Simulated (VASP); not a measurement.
Set up this calculation in VASP 6.6.1, as the native input.

| Property | Result |
| --- | --- |
| Task | single point |
| Functional | PBEsol |
| Potentials or basis | VASP PAW PBE potentials, release 64 (Ti_sv) |
| Cutoff | 520 eV |
| k mesh | 18 × 18 × 10 |
| Occupations | gaussian, width 0.15 eV |
| Spin | no spin polarisation |
| Dipole correction | no |
| Further INCAR settings | ALGO = Fast; EDIFF = 1e-07; NBANDS = 19 |

The structure of Ti lies in POSCAR:

```
Ti
1.0
    2.9001878204      0.0000000000      0.0000000000
   -1.4500939102      2.5116363282      0.0000000000
    0.0000000000      0.0000000000      4.5908109184
Ti
2
Direct
    0.2795437136      0.6666666667      0.2500000000
    0.7204562864      0.3333333333      0.7500000000
```

This cell differs from its parent crystal: atoms displaced along a vibrational mode.

These files were run (other wordings do the same):

INCAR

```
SYSTEM = Ti
  ALGO = Fast
  EDIFF = 1E-7
  ENCUT = 520
  GGA = PS
  ISIF = 2
  ISMEAR = 0
  LASPH = .True.
  LCHARG = .True.
  LELF = .True.
  LREAL = .False.
  LVHAR = .True.
  LWAVE = .False.
  NBANDS = 19
  NELM = 80
  PREC = Accurate
  SIGMA = 0.15
```

KPOINTS

```
k-points
0
Gamma
  18 18 10
  0 0 0
```

Potentials or basis: VASP PAW PBE potentials, release 64 (Ti_sv).

Command:

```sh
$ cat potpaw_PBE.64/Ti_sv/POTCAR > POTCAR
$ mpirun -np 1 vasp_std > vasp.out
```

Results of the run:

```yaml
Pressure: -0.8 GPa
Largest_force: 0.332 eV/Å
Band_gap_on_the_k_mesh: zero (bands 12 and 13 overlap by 1.22 eV)
```

Caveat: the cell differs from its parent crystal (atoms displaced along a vibrational mode); the PAW data sets were made with another functional, which shifts forces and pressure a little.

Wall time 20 min on 1 thread of Intel(R) Xeon(R) Platinum 8488C (Sapphire Rapids) (shared host), peak memory 0.59 GiB.
